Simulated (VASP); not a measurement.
Set up this calculation in VASP 6.6.1, as the native input.

* Task: single point
* Functional: r2SCAN
* Potentials or basis: VASP PAW PBE potentials, release 64 (Al)
* Cutoff: 520 eV
* k mesh: 12 × 12 × 1
* Occupations: gaussian, width 0.1 eV
* Spin: no spin polarisation
* Dipole correction: yes
* Further INCAR settings: ALGO = Normal; EDIFF = 1e-06; NBANDS = 24

The system is Al, a slab with vacuum.

```
CELL_PARAMETERS angstrom
2.82220 0.00000 0.00000
-1.41110 2.44410 0.00000
0.00000 0.00000 33.52412
ATOMIC_POSITIONS crystal
Al 0.33333 0.66667 0.22350
Al 0.00000 0.00000 0.29318
Al 0.66667 0.33333 0.36214
Al 0.00000 0.00000 0.43151
Al 0.33333 0.66667 0.50000
Al 0.00000 0.00000 0.56849
Al 0.66667 0.33333 0.63786
Al 0.00000 0.00000 0.70682
Al 0.33333 0.66667 0.77650
```

One way to write it, as run:

POSCAR

```
Al
1.0
    2.8221979706      0.0000000000      0.0000000000
   -1.4110989853      2.4440951371      0.0000000000
    0.0000000000      0.0000000000     33.5241186671
Al
9
Direct
    0.3333333333      0.6666666667      0.2235016391
    0.0000000000      0.0000000000      0.2931750858
    0.6666666667      0.3333333333      0.3621367027
    0.0000000000      0.0000000000      0.4315119180
    0.3333333333      0.6666666667      0.4999999993
    0.0000000000      0.0000000000      0.5684880942
    0.6666666667      0.3333333333      0.6378632915
    0.0000000000      0.0000000000      0.7068249109
    0.3333333333      0.6666666667      0.7764983585
```

INCAR.step1

```
SYSTEM = Al
  ALGO = Normal
  DIPOL = 0.5 0.5 0.500
  EDIFF = 1E-4
  ENCUT = 520
  GGA = PE
  IDIPOL = 3
  ISMEAR = 0
  LASPH = .TRUE.
  LCHARG = .FALSE.
  LDIPOL = .TRUE.
  LREAL = .FALSE.
  LWAVE = .TRUE.
  NBANDS = 24
  NELM = 100
  PREC = Accurate
  SIGMA = 0.1
```

INCAR.step2

```
SYSTEM = Al
  ALGO = Normal
  DIPOL = 0.5 0.5 0.500
  EDIFF = 1E-6
  ENCUT = 520
  IDIPOL = 3
  ISIF = 2
  ISMEAR = 0
  ISTART = 1
  LASPH = .TRUE.
  LCHARG = .FALSE.
  LDIPOL = .TRUE.
  LMIXTAU = .TRUE.
  LREAL = .FALSE.
  LWAVE = .FALSE.
  METAGGA = R2SCAN
  NBANDS = 24
  NELM = 100
  PREC = Accurate
  SIGMA = 0.1
```

KPOINTS

```
k-points
0
G
  12 12 1
  0 0 0
```

Potentials or basis: VASP PAW PBE potentials, release 64 (Al).

The run is started by

```bash
$ cat potpaw_PBE.64/Al/POTCAR > POTCAR
$ cp INCAR.step1 INCAR
$ mpirun -np 1 vasp_std > vasp.out
$ cp INCAR.step2 INCAR
$ mpirun -np 1 vasp_std > vasp.out
```

It gave:

The largest force is 0.010 eV/Å. The band gap on the k mesh is zero (an odd number of electrons rules out a gap without spin polarisation).

Caveat: the PAW data sets were made with another functional, which shifts forces and pressure a little.

Wall time 5.8 min on 1 thread of Intel(R) Xeon(R) 6975P-C (Granite Rapids), on a shared host, peak memory 0.41 GiB.
